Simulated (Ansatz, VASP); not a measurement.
TiTe2 in VASP and in Ansatz

INCAR

```
SYSTEM = TiTe2
ALGO = Normal
EDIFF = 1E-7
ENCUT = 520
GGA = PE
ISIF = 2
ISMEAR = 0
ISYM = 0
LASPH = .TRUE.
LCHARG = .FALSE.
LREAL = .FALSE.
LWAVE = .FALSE.
NBANDS = 19
NELM = 100
PREC = Accurate
SIGMA = 0.05
```

File KPOINTS:

```
k-points
0
G
  10 10 6
  0 0 0
```

The input POSCAR:

```
TiTe2
1.0
    3.7571113946      0.0000000000      0.0000000000
   -1.8785556973      3.2537539126      0.0000000000
    0.0000000000      0.0000000000      7.0588037334
Ti Te
1 2
Direct
    0.0000000000      0.0000000000      0.0000000000
    0.3333333333      0.6666666667      0.2465654568
    0.6666666667      0.3333333333      0.7534345432
```

Input for Ansatz:

```yaml
crystal:
  lattice:
    - [3.757111394616, 0.0, 0.0]
    - [-1.878555697308, 3.253753912586, 0.0]
    - [0.0, 0.0, 7.0588037334]
  atoms:
    - { symbol: Ti, position: [0.0, 0.0, 0.0] }
    - { symbol: Te, position: [0.3333333333333, 0.6666666666667, 0.2465654568] }
    - { symbol: Te, position: [0.6666666666667, 0.3333333333333, 0.7534345432] }
  symmetry: { detect: false }
basis:
  ecutwfc: 420
  ecutrho_ratio: 4
kpoints:
  mp_grid: { grid: [10, 10, 6] }
hamiltonian:
  xc: pbe
scf:
  occupations: { method: gaussian, width: 0.05 }
output:
  forces: true
  stress: true
  write_density: true
  write_potential: true
  elf: true
  volumetric_format: npy
accuracy: medium
```

Alike in both runs: task single point; functional PBE; k mesh 10 × 10 × 6; occupations gaussian, width 0.05 eV; no spin polarisation.

```csv
,VASP,Ansatz
version,VASP 6.6.1,Ansatz 0.2.0
potentials or method,"VASP PAW PBE potentials, release 64 (Ti_sv, Te), cutoff 520 eV","scalar-relativistic, plane waves, PAW"
valence electrons in the cell,24,44
```

```csv
,VASP,Ansatz,Ansatz less VASP
gap on the k mesh at the Fermi level (eV),none,none,-
pressure (GPa),0.0,0.0,0.00
rms of the force components (eV/Å),0.004,0.000,-0.0043
```

Atom by atom the forces differ by 0.004 eV/Å (rms over components). A gap of «none» marks a metal or a gap that the smearing closes. The functional is the same, so the differences come from potentials, cutoffs and numerics. VASP's potentials hold 24 valence electrons a cell and Ansatz's 44, so a difference there can come from the potentials and not from the codes.

Neither program's run includes spin-orbit coupling.
